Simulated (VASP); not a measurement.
# PbSe (Pm-3m) in VASP: a series of runs

PbSe is run at these levels: PBEsol; tasks: single point.

Program: VASP 6.6.1. These are calculated values, not measurements. Logs are shortened: lines on timing, memory, paths and dates and some standing lists are left out, and cuts for length are marked.

### 1 The cell of the first run

Symmetry: Pm-3m, No. 221, cubic system. Conventional cell: a = 3.802 Å, b = 3.802 Å, c = 3.802 Å, α = 90.00°, β = 90.00°, γ = 90.00°. Within 4.3 Å of Pb (site symmetry m-3m) lie 8 Se at 3.29 Å and 6 Pb at 3.80 Å. Within 4.3 Å of Se (site symmetry m-3m) lie 8 Pb at 3.29 Å and 6 Se at 3.80 Å.

### 2 Single point, PBEsol (strained)

Contents of INCAR:

```
SYSTEM = PbSe
PREC = Accurate
ENCUT = 520
EDIFF = 1E-6
ISMEAR = 0
SIGMA = 0.1
LREAL = .False.
LASPH = .True.
NELM = 60
ALGO = Normal
ISIF = 2
LWAVE = .False.
LCHARG = .True.
GGA = PS
LELF = .True.
LVHAR = .True.
NBANDS = 17
```

Contents of KPOINTS:

```
regular mesh
0
Gamma
  12 12 12
  0 0 0
```

Contents of POSCAR:

```
PbSe
1.0
    3.8016163515      0.0000000000      0.0000000000
    0.0000000000      3.8016163515      0.0000000000
    0.0000000000      0.0000000000      3.8016163515
Pb Se
1 1
Direct
    0.0000000000      0.0000000000      0.0000000000
    0.5000000000      0.5000000000      0.5000000000
```

Potentials or basis: VASP PAW PBE potentials, release 64 (Pb_d, Se).

Launch:

```
$ cat potpaw_PBE.64/Pb_d/POTCAR potpaw_PBE.64/Se/POTCAR > POTCAR
$ mpirun -np 1 vasp_std > vasp.out
```

OUTCAR:

```text
SYSTEM = PbSe
   PREC = Accurate
   ENCUT = 520
   EDIFF = 1E-6
   ISMEAR = 0
   LREAL = .False.
   LASPH = .True.
   NELM = 60
   ISIF = 2
   GGA = PS

 ion  position               nearest neighbor table
   1  0.000  0.000  0.000-   2 3.29   2 3.29   2 3.29   2 3.29   2 3.29   2 3.29   2 3.29   2 3.29

   2  0.500  0.500  0.500-   1 3.29   1 3.29   1 3.29   1 3.29   1 3.29   1 3.29   1 3.29   1 3.29

  LATTYP: Found a simple cubic cell.
 ALAT       =     3.8016163515

  Lattice vectors:

 A1 = (   3.8016163515,   0.0000000000,   0.0000000000)
 A2 = (   0.0000000000,   3.8016163515,   0.0000000000)
 A3 = (   0.0000000000,   0.0000000000,   3.8016163515)

Analysis of symmetry for initial positions (statically):
=====================================================================
 Subroutine PRICEL returns:
 Original cell was already a primitive cell.

 Routine SETGRP: Setting up the symmetry group for a
 simple cubic supercell.

 Subroutine GETGRP returns: Found 48 space group operations
 (whereof 48 operations were pure point group operations)
 out of a pool of 48 trial point group operations.

The static configuration has the point symmetry O_h .

Analysis of symmetry for dynamics (positions and initial velocities):
=====================================================================
 Subroutine PRICEL returns:
 Original cell was already a primitive cell.

 Routine SETGRP: Setting up the symmetry group for a
 simple cubic supercell.

 Subroutine GETGRP returns: Found 48 space group operations
 (whereof 48 operations were pure point group operations)
 out of a pool of 48 trial point group operations.

The dynamic configuration has the point symmetry O_h .

 Subroutine INISYM returns: Found 48 space group operations
 (whereof 48 operations are pure point group operations),
 and found     1 'primitive' translations

----------------------------------------------------------------------------------------

                                     Primitive cell

  volume of cell :      54.9421

  direct lattice vectors                    reciprocal lattice vectors
     3.801616351  0.000000000  0.000000000     0.263046007  0.000000000  0.000000000
     0.000000000  3.801616351  0.000000000     0.000000000  0.263046007  0.000000000
     0.000000000  0.000000000  3.801616351     0.000000000  0.000000000  0.263046007

  length of vectors
[... 80 lines left out ...]
   ENCUT  =  520.0 eV  38.22 Ry    6.18 a.u.   7.07  7.07  7.07*2*pi/ulx,y,z
   NELM   =     60;   NELMIN=  2; NELMDL= -5     # of ELM steps
   EDIFF  = 0.1E-05   stopping-criterion for ELM
   LREAL  =      F    real-space projection
   EDIFFG = 0.1E-04   stopping-criterion for IOM
   NSW    =      0    number of steps for IOM
   IBRION =     -1    ionic relax: 0-MD 1-quasi-New 2-CG
   NFREE  =      0    steps in history (QN), initial steepest desc. (CG)
   ISIF   =      2    stress and relaxation
   ISYM   =      2    0-nonsym 1-usesym 2-fastsym
   POTIM  = 0.5000    time-step for ionic-motion
   TEBEG  =    0.0;   TEEND  =   0.0 temperature during run
   PSTRESS=    0.0 pullay stress
   NELECT =      20.0000    total number of electrons
   NUPDOWN=      -1.0000    fix difference up-down
   EMIN   =  10.00;   EMAX   =-10.00  energy-range for DOS
   EFERMI =   0.00;   METHOD = LEGACY
   ISMEAR =     0;   SIGMA  =   0.10  broadening in eV -4-tet -1-fermi 0-gaus
   EFERMI_NEDOS =   21; number of points for ismear=-14 and -15
   IALGO  =     38    algorithm
   IMIX   =      4    mixing-type and parameters
     AMIX     =   0.40;   BMIX     =  1.00
     AMIX_MAG =   1.60;   BMIX_MAG =  1.00
  volume/ion in A,a.u.               =      27.47       185.38
  Fermi-wavevector in a.u.,A,eV,Ry     =   1.168916  2.208930 18.590511  1.366364
  Thomas-Fermi vector in A             =   2.305396
   LORBIT       =      0    0 simple, 1 ext, 2 COOP (PROOUT), +10 PAW based schemes
   GGA     = PS    functional components
   LHFCALC =     F    Hartree Fock is set to
   AEXX    =    0.0000 exact exchange contribution
   IVDW    =     0    specifies the selected vdW correction
   LEPSILON=     F    determine dielectric tensor
   LRPA    =     F    only Hartree local field effects (RPA)
 non-spin polarized calculation
 Gauss-broadening in eV      SIGMA  =   0.10
  energy-cutoff  :      520.00
  volume of cell :       54.94
 maximum number of plane-waves:      1498
   NGX = 15   NGY = 15   NGZ = 15

 number of electron      20.0000003 magnetization

 Free energy of the ion-electron system (eV)
  ---------------------------------------------------
  ext. energy  EPLUGINS =         0.00000000
  ---------------------------------------------------
  free energy    TOTEN  =        -8.46038184 eV

  energy without entropy =       -8.45460248  energy(sigma->0) =       -8.45749216

 E-fermi :   5.0311     XC(G=0): -10.0580

 val. band max:        5.0196429589   @ k =   0.2500   0.1667   0.0833
 cond. band min:       5.0371284955   @ k =   0.5000   0.4167   0.0000
 fundamental gap:      0.0174855366
 Fermi energy:         5.0311046650

 k-point     1 :       0.0000    0.0000    0.0000
  band No.  band energies     occupation
      1     -11.8075      2.00000
      2     -11.8075      2.00000
      3     -11.6629      2.00000
      4     -11.6629      2.00000
      5     -11.6629      2.00000
      6      -8.0872      2.00000
[... 457 lines left out ...]
      4     -11.6872      2.00000
      5     -11.6546      2.00000
      6      -6.6795      2.00000
[... 9 lines left out ...]
     16      14.5080      0.00000
     17      15.5800      0.00000

 [... further k-points ...]

------------------------ aborting loop because EDIFF is reached ----------------------------------------

  FORCE on cell =-STRESS in cart. coord.  units (eV):
  Direction    XX          YY          ZZ          XY          YZ          ZX
  --------------------------------------------------------------------------------------
  -------------------------------------------------------------------------------------
  Total       -1.2633453     -1.2633453     -1.2633453      0.0000000      0.0000000     -0.0000000
  in kB      -36.8406920    -36.8406920    -36.8406920      0.0000000      0.0000000     -0.0000000
  external PRESSURE =     -36.8406920 kB  Pullay stress =       0.0000000 kB

 VOLUME and BASIS-vectors are now :
 -----------------------------------------------------------------------------
  energy-cutoff  :      520.00
  volume of cell :       54.94
      direct lattice vectors                 reciprocal lattice vectors
     3.801616351  0.000000000  0.000000000     0.263046007  0.000000000  0.000000000
     0.000000000  3.801616351  0.000000000     0.000000000  0.263046007  0.000000000
     0.000000000  0.000000000  3.801616351     0.000000000  0.000000000  0.263046007

 POSITION                                       TOTAL-FORCE (eV/Angst)
 -----------------------------------------------------------------------------------
      0.00000      0.00000      0.00000         0.000000      0.000000      0.000000
      1.90081      1.90081      1.90081         0.000000      0.000000      0.000000
 -----------------------------------------------------------------------------------
    total drift:                               -0.000000      0.000000      0.000000

  FREE ENERGIE OF THE ION-ELECTRON SYSTEM (eV)
  ---------------------------------------------------
  free  energy   TOTEN  =        -8.4603818439 eV

  energy  without entropy=       -8.4546024818  energy(sigma->0) =       -8.45749216
```

stdout:

```text
POSCAR found type information on POSCAR PbSe
 POSCAR found :  2 types and       2 ions
 scaLAPACK will be used
 -----------------------------------------------------------------------------
|                                                                             |
|                                                                             |
|     You enforced a specific xc type in the INCAR file but a different       |
|     I HOPE YOU KNOW WHAT YOU ARE DOING!                                     |
|                                                                             |
 -----------------------------------------------------------------------------

 LDA part: xc-table for (Slater+PW92), standard interpolation
 POSCAR, INCAR and KPOINTS ok, starting setup
 FFT: planning ... GRIDC
 FFT: planning ... GRID_SOFT
 FFT: planning ... GRID
 WAVECAR not read
 entering main loop
```

Wall time 23 s (1 thread of Intel Xeon 6975P-C (Granite Rapids), shared host); peak memory 0.21 GiB.

Results:

```
Free energy            : -8.4604 eV
Pressure               : -3.7 GPa
Band gap on the k mesh : zero (bands 10 and 11 overlap by 0.73 eV)
```

Caveat: the cell differs from its parent crystal (strained); the cell stands under tension; semilocal functionals underestimate gaps, so a narrow gap can read as zero; the PAW data sets were made with another functional, which shifts forces and pressure a little; spin-orbit coupling is left out, which moves the levels of the heavy elements.

### 3 Single point, PBEsol (strained)

Changes to INCAR since step 2:

```diff
@@ -12,6 +12,4 @@
 LWAVE = .False.
-LCHARG = .True.
+LCHARG = .False.
 GGA = PS
-LELF = .True.
-LVHAR = .True.
 NBANDS = 17
```

KPOINTS is that of step 2.

Contents of POSCAR:

```
PbSe
1.0
    3.9686563246      0.0000000000      0.0000000000
    0.0000000000      3.9686563246      0.0000000000
    0.0000000000      0.0000000000      3.9686563246
Pb Se
1 1
Direct
    0.0000000000      0.0000000000      0.0000000000
    0.5000000000      0.5000000000      0.5000000000
```

Potentials or basis: VASP PAW PBE potentials, release 64 (Pb_d, Se).

Launch:

```
$ cat potpaw_PBE.64/Pb_d/POTCAR potpaw_PBE.64/Se/POTCAR > POTCAR
$ mpirun -np 1 vasp_std > vasp.out
```

It took 28 s on 1 thread of Intel Xeon 6975P-C (Granite Rapids), shared host; peak memory 0.23 GiB.

It converged, with:

- Free energy: -8.1883 eV
- Pressure: -7.5 GPa
- Band gap on the k mesh: zero (bands 10 and 11 overlap by 0.39 eV)

Levels at points of the mesh, in eV from the Fermi level:
| k point | band 8 | band 9 | band 10 | band 11 | band 12 | band 13 |
| --- | --- | --- | --- | --- | --- | --- |
| (0.00, 0.00, 0.00) | -1.20 | -1.20 | -1.20 | 5.07 | 5.07 | 5.07 |
| (0.50, 0.00, 0.00) | -0.55 | -0.20 | -0.20 | -0.08 | 3.05 | 3.05 |
| (0.50, 0.50, 0.00) | -3.63 | -3.63 | 0.04 | 3.54 | 3.54 | 4.23 |
| (0.50, 0.50, 0.50) | -1.91 | -1.91 | -1.91 | -0.35 | -0.35 | -0.35 |

Caveat: the cell differs from its parent crystal (strained); the cell stands under tension; semilocal functionals underestimate gaps, so a narrow gap can read as zero; the PAW data sets were made with another functional, which shifts forces and pressure a little; spin-orbit coupling is left out, which moves the levels of the heavy elements.
